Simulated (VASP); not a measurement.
Crystal: TlCl.

```
Tl Cl
1.0
     3.83400    0.00000    0.00000
     0.00000    3.83400    0.00000
     0.00000    0.00000    3.83400
Tl Cl
1 1
Direct
  0.00000 0.00000 0.00000
  0.50000 0.50000 0.50000
```

```yaml
Program: VASP 6.6.1
Task: relaxation of cell and atoms
Functional: PBEsol
Potentials_or_basis: VASP PAW PBE potentials, release 64 (Tl_d, Cl)
Cutoff: 500 eV
k_mesh: 8 × 8 × 8
Occupations: gaussian, width 0.02 eV
Spin: no spin polarisation
```

At the start: pressure -1.4 GPa; volume 28.18 Å³/atom.

Problem. Where does the relaxation end?

Solution. Over 3 steps the energy falls by 6.8 meV/atom and the volume is 26.72 Å³/atom (-5.2 %); space group Pm-3m (No. 221, to 0.1 Å) before and after.

Step by step:
```
step  energy change (eV)  largest force (eV/Å)  pressure (GPa)  volume (Å³)
   1              0.0000                0.0000           -1.41        56.36
   2             -0.0122                0.0000           -0.50        54.35
   3             -0.0137                0.0000           -0.01        53.45
```

Final structure:
```cif
data_structure
_symmetry_space_group_name_H-M 'P 1'
_symmetry_Int_Tables_number 1
_cell_length_a 3.7668
_cell_length_b 3.7668
_cell_length_c 3.7668
_cell_angle_alpha 90.000
_cell_angle_beta 90.000
_cell_angle_gamma 90.000
_cell_volume 53.45
loop_
_atom_site_label
_atom_site_type_symbol
_atom_site_fract_x
_atom_site_fract_y
_atom_site_fract_z
_atom_site_occupancy
Tl1 Tl 0.00000 0.00000 0.00000 1
Cl1 Cl 0.50000 0.50000 0.50000 1
```

Caveat: the PAW data sets were made with another functional, which shifts forces and pressure a little.
